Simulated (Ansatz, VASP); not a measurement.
# One calculation of Ag, two programs

The input INCAR:

```
PREC = Accurate
ENCUT = 520
EDIFF = 1E-6
ISMEAR = 0
SIGMA = 0.05
LREAL = F
LASPH = T
NELM = 100
ALGO = Normal
ISIF = 2
LWAVE = F
LCHARG = T
GGA = PE
LELF = T
LVHAR = T
NBANDS = 18
```

The input KPOINTS:

```
regular mesh
0
Gamma
  18 18 8
```

Contents of POSCAR:

```
Ag
1.0
    2.9300000000      0.0000000000      0.0000000000
   -1.4650000000      2.5374544300      0.0000000000
    0.0000000000      0.0000000000      4.7900000000
Ag
2
Direct
    0.3333333300      0.6666666700      0.2500000000
    0.6666666700      0.3333333300      0.7500000000
```

Input for Ansatz:

```yaml
crystal:
  lattice:
    - [2.93, 0.0, 0.0]
    - [-1.465, 2.53745443, 0.0]
    - [0.0, 0.0, 4.79]
  atoms:
    - { symbol: Ag, position: [0.33333333, 0.66666667, 0.25] }
    - { symbol: Ag, position: [0.66666667, 0.33333333, 0.75] }
basis:
  ecutwfc: 420
kpoints:
  mp_grid: { grid: [18, 18, 8] }
hamiltonian:
  xc: pbe
scf:
  occupations: { method: gaussian, width: 0.05 }
output:
  forces: true
  eigenvalues: true
  eigenstates:
    nscf_kmesh: { grid: [30, 30, 16] }
    top_band: c6
    de_dk: true
    localisation: false
  stress: true
checkpoint:
  write: ck
  compress: false
  write_wavefunctions: false
  write_every: 100000
```

Alike in both runs: task single point; functional PBE; k mesh 18 × 18 × 8; occupations gaussian, width 0.05 eV; no spin polarisation.

```csv
,VASP,Ansatz
version,VASP 6.6.1,Ansatz 0.2.0
potentials or method,"VASP PAW PBE potentials, release 64 (Ag), cutoff 520 eV","scalar-relativistic, plane waves, PAW"
valence electrons in the cell,22,38
```

```tsv
	VASP	Ansatz	Ansatz less VASP
pressure (GPa)	0.3	0.4	+0.12
traceless stress, the component that is largest in VASP (GPa)	-0.07	-0.09	-0.021
```

The functional is the same, so the differences come from potentials, cutoffs and numerics. VASP's potentials hold 22 valence electrons a cell and Ansatz's 38, so a difference there can come from the potentials and not from the codes.
